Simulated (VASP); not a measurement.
Au: single point with PBEsol

Au:

```
Au
1.0
    -1.65287    1.65287    1.65287
     1.65287   -1.65287    1.65287
     1.65287    1.65287   -1.65287
Au
1
Direct
  0.00000 0.00000 0.00000
```

This cell differs from its parent crystal: volume scaled by 1.06.

| Item | Value |
| --- | --- |
| Program | VASP 6.6.1 |
| Task | single point |
| Functional | PBEsol |
| Potentials or basis | VASP PAW PBE potentials, release 64 (Au) |
| Cutoff | 520 eV |
| k mesh | 18 × 18 × 18 |
| Occupations | gaussian, width 0.1 eV |
| Spin | no spin polarisation |
| Dipole correction | no |
| Further INCAR settings | ALGO = Fast; EDIFF = 1e-06; NBANDS = 12 |

```json
{"Pressure": "-8.8 GPa"}
```

Levels at points of the mesh, in eV from the Fermi level:
| k point | band 2 | band 3 | band 4 | band 5 | band 6 | band 7 | band 8 | band 9 | band 10 | band 11 |
| --- | --- | --- | --- | --- | --- | --- | --- | --- | --- | --- |
| (0.00, 0.00, 0.00) | -4.59 | -4.59 | -4.59 | -2.82 | -2.82 | 16.44 | 16.44 | 16.44 | 23.22 | 23.22 |
| (0.50, 0.00, 0.00) | -5.59 | -2.96 | -2.64 | -1.43 | -0.49 | 3.18 | 12.27 | 13.43 | 20.93 | 21.38 |
| (0.50, 0.50, 0.50) | -6.36 | -1.77 | -1.77 | -1.77 | 6.15 | 6.15 | 6.15 | 8.97 | 15.33 | 15.33 |

Wall time 60 s on 1 thread of AMD EPYC 7R13 (shared host), peak memory 0.14 GiB.

Caveat: the PAW data sets were made with another functional, which shifts forces and pressure a little; spin-orbit coupling is left out, which moves the levels of the heavy elements.
